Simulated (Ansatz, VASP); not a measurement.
BeS in VASP and in Ansatz

```
Be S
1.0
     0.00000    2.31730    2.27396
     2.31730    0.00000    2.27396
     2.31730    2.31730    0.00000
Be S
1 1
Direct
  0.00000 0.00000 0.00000
  0.50000 0.50000 0.50000
```

Change from the starting cell: uniaxial_z strain -1.9%.

Alike in both runs: task single point; functional HSE06; k mesh 6 × 6 × 6; no spin polarisation.

```csv
,VASP,Ansatz
version,VASP 6.6.1,Ansatz 0.2.0
potentials or method,"VASP PAW PBE potentials, release 64 (Be, S)","plane waves, PAW"
plane-wave cutoff (eV),520,420
occupations,"gaussian, width 0.01 eV",fixed
valence electrons in the cell,8,8
```

|  | VASP | Ansatz | Ansatz less VASP |
| --- | --- | --- | --- |
| gap on the k mesh at the Fermi level (eV) | 1.61 | 1.62 | +0.011 |
| pressure (GPa) | 0.2 | 0.5 | +0.22 |
| traceless stress, the component that is largest in VASP (GPa) | 1.39 | 1.39 | -0.008 |

Ansatz's warnings: stress exchange threshold loose, stress scf threshold loose.
